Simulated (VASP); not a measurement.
## SrTiO3: single point with PBE

The system is SrTiO3.

```
Sr Ti O
1.0
    -2.71558    2.82096    3.98619
     2.82096   -2.71558    3.98619
     2.78975    2.78975   -3.91203
Sr Ti O
2 2 6
Direct
  0.75000 0.25000 0.50000
  0.25000 0.75000 0.50000
  0.00000 0.00000 0.00000
  0.50000 0.50000 0.00000
  0.25000 0.25000 0.00000
  0.75000 0.75000 0.00000
  0.72808 0.22808 0.95616
  0.22808 0.27192 0.50000
  0.27192 0.77192 0.04384
  0.77192 0.72808 0.50000
```

| Quantity | Value |
| --- | --- |
| Program | VASP 6.6.1 |
| Task | single point |
| Functional | PBE |
| Potentials or basis | VASP PAW PBE potentials, release 64 (Sr_sv, Ti_sv, O) |
| Cutoff | 520 eV |
| k mesh | 8 × 8 × 8 |
| Occupations | gaussian, width 0.05 eV |
| Spin | no spin polarisation |

```
Pressure               : -4.0 GPa
Largest force          : 0.055 eV/Å
Band gap on the k mesh : 1.77 eV
```

Forces on the atoms (eV/Å):
```
Sr  -0.036 -0.036 -0.021
Sr   0.036  0.036  0.021
Ti   0.000  0.000  0.000
Ti   0.000  0.000  0.000
O    0.005 -0.005  0.000
O   -0.005  0.005  0.000
O    0.014  0.014 -0.025
O   -0.017  0.017  0.000
O   -0.014 -0.014  0.025
O    0.017 -0.017  0.000
```

Stress tensor (GPa, compression positive):
```
-3.88 -2.53 -2.82
-2.53 -3.88 -2.82
-2.82 -2.82 -4.12
```

Levels at points of the mesh, in eV from the valence-band top:
```
           k point  band 36  band 37  band 38  band 39  band 40  band 41  band 42  band 43  band 44  band 45
(0.00, 0.00, 0.00)    -0.34    -0.26    -0.14    -0.03     0.00     1.77     1.78     1.88     3.74     3.96
(0.50, 0.00, 0.00)    -0.85    -0.71    -0.67    -0.52    -0.52     3.09     3.12     3.14     3.19     3.21
(0.50, 0.50, 0.00)    -1.55    -1.41    -0.88    -0.54    -0.09     1.92     3.35     3.52     3.55     3.61
(0.00, 0.00, 0.50)    -1.39    -1.33    -0.69    -0.69    -0.04     1.93     3.38     3.38     3.50     3.54
(0.50, 0.00, 0.50)    -0.94    -0.84    -0.77    -0.58    -0.54     3.08     3.11     3.13     3.17     3.24
(0.50, 0.50, 0.50)    -1.44    -1.44    -0.66    -0.65    -0.10     1.95     3.35     3.44     3.55     3.67
```

Wall time 17 min on 1 thread of AMD EPYC 9755 128-Core Processor (shared host), peak memory 0.77 GiB.

Caveat: the cell stands under tension. A k mesh can miss the band edges.
